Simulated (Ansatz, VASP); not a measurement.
GaP in VASP and in Ansatz

```
Ga P
1.0
     1.94302    1.12180    5.91635
    -1.94302    1.12180    5.91635
     0.00000   -2.24360    5.91635
Ga P
2 2
Direct
  0.43537 0.43537 0.43537
  0.56463 0.56463 0.56463
  0.05739 0.05739 0.05739
  0.94261 0.94261 0.94261
```

Change from the starting cell: strain +0.000 along x and y, -0.080 along z, atoms carried along.

Alike in both runs: task single point; functional LDA; k mesh 12 × 12 × 12; occupations gaussian, width 0.05 eV; no spin polarisation.

|  | VASP | Ansatz |
| --- | --- | --- |
| version | VASP 6.6.1 | Ansatz 0.2.0 |
| potentials or method | VASP PAW LDA potentials, release 64 (Ga_d, P), cutoff 520 eV | scalar-relativistic, plane waves, PAW |
| valence electrons in the cell | 36 | 36 |

|  | VASP | Ansatz | Ansatz less VASP |
| --- | --- | --- | --- |
| gap on the k mesh at the Fermi level (eV) | 0.44 | 0.43 | -0.006 |
| least direct gap on the mesh (eV) | 0.44 | 0.43 | -0.006 |
| pressure (GPa) | 3.6 | 3.5 | -0.10 |
| traceless stress, the component that is largest in VASP (GPa) | 15.07 | 15.16 | +0.093 |
| rms of the force components (eV/Å) | 0.904 | 0.930 | +0.0268 |

LDA's correlation is that of Perdew and Zunger in VASP and of Perdew and Wang (1992) in Ansatz. Atom by atom the forces differ by 0.030 eV/Å (rms over components).
